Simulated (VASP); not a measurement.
Runs of VASP 6.6.1 on ZnSe. The structure is that of space group F-43m (No. 216), or close to it. The cells are those of the table. 

```csv
level,cell,cutoff (eV),gap on the mesh (eV),pressure (GPa)
r2SCAN,"a = 4.059 Å, angles 60.0°, 2 atoms",550,1.70,-2.3
PBE,"a = 4.008 Å, angles 60.0°, 2 atoms",500,(b),2.4
r2SCAN,"a = 3.839 Å, angles 60.0°, 2 atoms",550,2.45,11.3
r2SCAN,"a = 4.054 Å, angles 60.0°, 2 atoms",550,(a),-2.1
r2SCAN,"a = 3.719 Å, angles 60.0°, 2 atoms",550,(c),24.2
```

Alike in all rows: task single point; potentials or basis VASP PAW PBE potentials, release 64 (Zn, Se); no spin polarisation; k mesh 6 × 6 × 6; smearing gaussian 0.05 eV.

Estimate the missing entries.

(a) 1.72; (b) 1.29; (c) 2.73.

Caveats: the PAW data sets were made with another functional, which shifts forces and pressure a little (at least some runs); the cell stands under pressure (at least some runs).

A k mesh can miss the band edges, and the runs leave out spin-orbit coupling on Se.
